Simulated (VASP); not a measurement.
**TiO2: single point with PBE**

TiO2:

```
Ti O
1.0
    -1.89250    1.89250    4.75700
     1.89250   -1.89250    4.75700
     1.89250    1.89250   -4.75700
Ti O
2 4
Cartesian
  0.0000 0.0000 0.0000
  0.0000 1.8925 2.3785
  0.0000 0.0000 1.9656
  0.0000 1.8925 4.3441
  0.0000 1.8925 0.4129
  0.0000 0.0000 7.5484
```

- Program: VASP 6.6.1
- Task: single point
- Functional: PBE
- Potentials or basis: VASP PAW PBE potentials, release 64 (Ti_sv, O)
- Cutoff: 520 eV
- k mesh: 5 × 5 × 7
- Occupations: fermi-dirac, width 0.1 eV
- Spin: collinear spin
- Starting moments: [0.1, 0.1, 0.0, 0.0, 0.0, 0.0] μB
- Dipole correction: no
- Further INCAR settings: ALGO = Normal; EDIFF = 1e-06; NBANDS = 37; ISYM = 0

```yaml
Pressure: 6.6 GPa
Largest_force: 0.361 eV/Å
Band_gap_on_the_k_mesh: 2.15 eV (least direct gap 2.54 eV)
Net_moment: 0.00 μB per cell
Valence_electrons_inside_the_program's_atomic_spheres: Ti 10.29; O 5.08
```

Forces on the atoms (eV/Å):
```
Ti   0.000  0.000  0.000
Ti   0.000  0.000  0.000
O    0.000  0.000  0.361
O    0.000  0.000  0.361
O    0.000  0.000 -0.361
O    0.000  0.000 -0.361
```

Stress tensor (GPa, compression positive):
```
5.24 0.00 0.00
0.00 5.24 0.00
0.00 0.00 9.44
```

Levels at points of the mesh, in eV from the valence-band top:
Spin up:
| k point | band 20 | band 21 | band 22 | band 23 | band 24 | band 25 | band 26 | band 27 | band 28 | band 29 |
| --- | --- | --- | --- | --- | --- | --- | --- | --- | --- | --- |
| (0.00, 0.00, 0.00) | -0.74 | -0.71 | -0.71 | -0.44 | -0.44 | 2.15 | 2.89 | 4.09 | 4.09 | 4.10 |
Spin down:
| k point | band 20 | band 21 | band 22 | band 23 | band 24 | band 25 | band 26 | band 27 | band 28 | band 29 |
| --- | --- | --- | --- | --- | --- | --- | --- | --- | --- | --- |
| (0.00, 0.00, 0.00) | -0.74 | -0.71 | -0.71 | -0.44 | -0.44 | 2.15 | 2.89 | 4.09 | 4.09 | 4.10 |

Wall time 9.5 min on 1 thread of Intel(R) Xeon(R) 6975P-C (Granite Rapids), with other jobs on the host, peak memory 0.5 GiB.

Caveat: the cell stands under pressure; an odd mesh through Γ misses points on the zone boundary, where band edges can lie.
